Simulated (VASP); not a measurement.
Set up this calculation in VASP 6.6.1, as the native input.

- Task: single point
- Functional: LDA
- Potentials or basis: VASP PAW LDA potentials, release 64 (Pt)
- Cutoff: 520 eV
- k mesh: 12 × 12 × 12
- Occupations: tetrahedron
- Spin: no spin polarisation
- Dipole correction: no
- Further INCAR settings: ALGO = Normal; EDIFF = 1e-07; NBANDS = 17

The structure of Pt lies in POSCAR:

```
Pt
1.0
    0.0000000000      2.5661451160      2.5661451160
    2.5661451160      0.0000000000      2.5661451160
    2.5661451160      2.5661451160      0.0000000000
Pt
2
Direct
   -0.1250000000     -0.1250000000     -0.1250000000
    0.1250000000      0.1250000000      0.1250000000
```

These files were run (other wordings do the same):

INCAR

```
ALGO = Normal
EDIFF = 1E-7
ENCUT = 520
ISIF = 2
ISMEAR = -5
LASPH = True
LCHARG = True
LELF = True
LREAL = False
LVHAR = True
LWAVE = False
NBANDS = 17
NELM = 80
PREC = Accurate
SIGMA = 0.1
```

KPOINTS

```
k-points
0
Gamma
  12 12 12
```

Potentials or basis: VASP PAW LDA potentials, release 64 (Pt).

The run is started by

```bash
$ cat potpaw_LDA.64/Pt/POTCAR > POTCAR
$ mpirun -np 1 vasp_std > vasp.out
```

It gave:

```
Pressure               : 84.9 GPa
Band gap on the k mesh : zero (band 10 reaches 10.69 eV, above the bottom of band 11 at 9.66 eV)
```

Caveat: spin-orbit coupling is left out, which moves the levels of the heavy elements; tetrahedron occupations give inexact forces and stress in metals.

Run time: 18 s on 1 thread of AMD EPYC 9R45 96-Core Processor (Zen 5), with other jobs on the host, peak memory 0.13 GiB.
